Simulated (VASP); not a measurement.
A run of VASP 6.6.1 is set up as follows.

Contents of INCAR:

```
SYSTEM = TaN
PREC = Accurate
ENCUT = 520
EDIFF = 1E-7
ISMEAR = 0
SIGMA = 0.059
LREAL = .FALSE.
LASPH = .TRUE.
NELM = 150
ALGO = Normal
ISIF = 2
LWAVE = .FALSE.
LCHARG = .FALSE.
LMAXMIX = 4
LDAU = .TRUE.
LDAUTYPE = 2
LDAUL = -1 2
LDAUU = 0 5.94
LDAUJ = 0 0
LDAUPRINT = 1
GGA = PE
NBANDS = 15
```

KPOINTS

```
Automatic mesh
0
G
  10 10 9
  0 0 0
```

File POSCAR:

```
TaN
1.0
    1.4796546499      2.5628370312      0.0000000000
   -1.4796546499      2.5628370312      0.0000000000
    0.0000000000      0.0000000000      2.8894569500
N Ta
1 1
Direct
    0.0000000000      0.0000000000      0.0000000000
    0.3333333333      0.3333333333      0.5000000000
```

Potentials or basis: VASP PAW PBE potentials, release 64 (N, Ta_pv).

Launch:

```console
$ cat potpaw_PBE.64/N/POTCAR potpaw_PBE.64/Ta_pv/POTCAR > POTCAR
$ mpirun -np 1 vasp_std > vasp.out
```

(1) Predict the pressure.

(2) What does it give for the band gap on the k mesh?

Answers

(1) 18.7 GPa.

(2) zero (band 8 reaches 9.34 eV, above the bottom of band 9 at 9.00 eV).

Caveat: spin-orbit coupling is left out, which moves the levels of the heavy elements; U without spin polarisation on a metal has little footing.
